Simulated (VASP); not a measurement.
The system is PbSe (base).

```
CELL_PARAMETERS angstrom
0.00000 3.09082 3.09082
3.09082 0.00000 3.09082
3.09082 3.09082 0.00000
ATOMIC_POSITIONS crystal
Pb 0.00000 0.00000 0.00000
Se 0.50000 0.50000 0.50000
```

```yaml
Program: VASP 6.6.1
Task: relaxation of cell and atoms
Functional: PBE
Dispersion: D3(BJ)
Potentials_or_basis: VASP PAW PBE potentials, release 64 (Pb_d, Se)
Cutoff: 500 eV
k_mesh: 10 × 10 × 10
Occupations: gaussian, width 0.02 eV
Spin: no spin polarisation
```

At the start: pressure -1.1 GPa; volume 29.53 Å³/atom.

Task: How do energy, volume and symmetry change on relaxing?

Result: Over 3 steps the energy falls by 2.5 meV/atom and the volume is 28.84 Å³/atom (-2.3 %); space group Fm-3m (No. 225, to 0.05 Å).

Step by step:
```tsv
step	energy change (eV)	largest force (eV/Å)	pressure (GPa)	volume (Å³)
1	0.0000	0.0000	-1.14	59.05
2	-0.0045	0.0000	0.37	57.28
3	-0.0050	0.0000	0.00	57.69
```

Final structure:
```cif
data_structure
_symmetry_space_group_name_H-M 'P 1'
_symmetry_Int_Tables_number 1
_cell_length_a 4.3371
_cell_length_b 4.3371
_cell_length_c 4.3371
_cell_angle_alpha 60.000
_cell_angle_beta 60.000
_cell_angle_gamma 60.000
_cell_volume 57.69
loop_
_atom_site_label
_atom_site_type_symbol
_atom_site_fract_x
_atom_site_fract_y
_atom_site_fract_z
_atom_site_occupancy
Pb1 Pb 0.00000 0.00000 0.00000 1
Se1 Se 0.50000 0.50000 0.50000 1
```
